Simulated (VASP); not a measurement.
Wanted: the native input for a VASP 6.6.1 run.

```
Task                   : single point
Functional             : RPBE
Potentials or basis    : VASP PAW PBE potentials, release 64 (Ni)
Cutoff                 : 520 eV
k mesh                 : 8 × 8 × 8
Occupations            : fermi-dirac, width 0.05 eV
Spin                   : collinear spin, ferromagnetic start
Starting moments       : [0.633, 0.633, 0.625, 0.625, 0.625, 0.625, 0.625, 0.625] μB
Dipole correction      : no
Further INCAR settings : ALGO = Normal; EDIFF = 1e-06; NBANDS = 54
```

The structure of Ni lies in POSCAR:

```
Ni
1.0
    4.5114659494      0.0000000000      0.0000000000
    0.0000000000      4.5114659494      0.0000000000
    0.0000000000      0.0000000000      4.5114659494
Ni
8
Direct
    1.0000000000      1.0000000000      0.0000000000
    0.5000000000      0.5000000000      0.5000000000
    0.2500000000      0.0000000000      0.5000000000
    0.7500000000      0.0000000000      0.5000000000
    0.5000000000      0.2500000000      0.0000000000
    0.5000000000      0.7500000000      0.0000000000
    0.0000000000      0.5000000000      0.2500000000
    0.0000000000      0.5000000000      0.7500000000
```

These files were run (other wordings do the same):

INCAR

```
SYSTEM = Ni
PREC = Accurate
ENCUT = 520
EDIFF = 1E-6
ISMEAR = -1
SIGMA = 0.05
LREAL = .FALSE.
LASPH = .TRUE.
NELM = 150
ALGO = Normal
ISIF = 2
LWAVE = .FALSE.
LCHARG = .FALSE.
ISPIN = 2
MAGMOM = 0.633 0.633 0.625 0.625 0.625 0.625 0.625 0.625
LORBIT = 11
LMAXMIX = 4
GGA = RP
NBANDS = 54
```

KPOINTS

```
Automatic mesh
0
G
  8 8 8
  0 0 0
```

Potentials or basis: VASP PAW PBE potentials, release 64 (Ni).

Command:

```console
$ cat potpaw_PBE.64/Ni/POTCAR > POTCAR
$ mpirun -np 1 vasp_std > vasp.out
```

Results of the run:

```
Pressure                                              : 0.4 GPa
Net moment                                            : 4.90 μB per cell
Site moments                                          : Ni +0.64, +0.62 (each value once) μB
Valence electrons inside the program's atomic spheres : Ni 9.24
```

Caveat: the PAW data sets were made with another functional, which shifts forces and pressure a little.

Wall time 6.2 min on 1 thread of Intel(R) Xeon(R) Platinum 8259CL CPU @ 2.50GHz (Skylake/Cascade Lake) (shared host), peak memory 0.38 GiB.
